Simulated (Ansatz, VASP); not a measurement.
## SiO2: VASP beside Ansatz

INCAR

```
PREC = Accurate ; ENCUT = 910
EDIFF = 1E-6 ; ISMEAR = 0
SIGMA = 0.05 ; LREAL = F
LASPH = T ; NELM = 120
ALGO = Normal ; ISIF = 2
LWAVE = F ; LCHARG = F
GGA = CA ; NBANDS = 25
GGA_COMPAT = F
```

KPOINTS

```
regular mesh
0
Gamma
  6 6 8
```

POSCAR

```
SiO2
1.0
    4.0554000000      0.0000000000      0.0000000000
    0.0000000000      4.0554000000      0.0000000000
    0.0000000000      0.0000000000      2.8529000000
Si O
2 4
Direct
    0.5000000000      0.5000000000      0.5000000000
    0.0000000000      0.0000000000      0.0000000000
    0.6944252994      0.6944252994      0.0000000000
    0.1944252994      0.8055747006      0.5000000000
    0.3055747006      0.3055747006      0.0000000000
    0.8055747006      0.1944252994      0.5000000000
```

Input for Ansatz:

```yaml
crystal:
  lattice:
    - [4.0554, 0.0, 0.0]
    - [0.0, 4.0554, 0.0]
    - [0.0, 0.0, 2.8529]
  atoms:
    - { symbol: Si, position: [0.5, 0.5, 0.5] }
    - { symbol: Si, position: [0.0, 0.0, 0.0] }
    - { symbol: O, position: [0.6944252994, 0.6944252994, 0.0] }
    - { symbol: O, position: [0.1944252994, 0.8055747006, 0.5] }
    - { symbol: O, position: [0.3055747006, 0.3055747006, 0.0] }
    - { symbol: O, position: [0.8055747006, 0.1944252994, 0.5] }
basis:
  ecutwfc: 520.0
kpoints:
  mp_grid: { grid: [6, 6, 8] }
hamiltonian:
  xc: lda
  pseudopotentials: { kind: paw, azcp: { folder: soft_1 } }
scf:
  occupations: { method: gaussian, width: 0.05 }
output:
  forces: true
  stress: true
  eigenvalues: true
  write_density: true
  write_potential: true
  elf: true
  volumetric_format: npy
```

Alike in both runs: task single point; functional LDA; k mesh 6 × 6 × 8; occupations gaussian, width 0.05 eV; no spin polarisation.

|  | VASP | Ansatz |
| --- | --- | --- |
| version | VASP 6.6.1 | Ansatz 0.2.0 |
| potentials or method | VASP PAW LDA potentials, release 64 (Si, O_h), cutoff 910 eV | scalar-relativistic, plane waves, PAW |
| valence electrons in the cell | 32 | 32 |

|  | VASP | Ansatz | Ansatz less VASP |
| --- | --- | --- | --- |
| gap on the k mesh at the Fermi level (eV) | 5.07 | 5.06 | -0.014 |
| least direct gap on the mesh (eV) | 5.07 | 5.06 | -0.014 |
| rms of the force components (eV/Å) | 0.190 | 0.192 | +0.0021 |

Ansatz warns that its potentials were made for another functional, while VASP's fit it. LDA's correlation is that of Perdew and Zunger in VASP and of Perdew and Wang (1992) in Ansatz. Atom by atom the forces differ by 0.002 eV/Å (rms over components).

Noted on VASP's run: the cutoff is short for stress, so the pressure is rough.
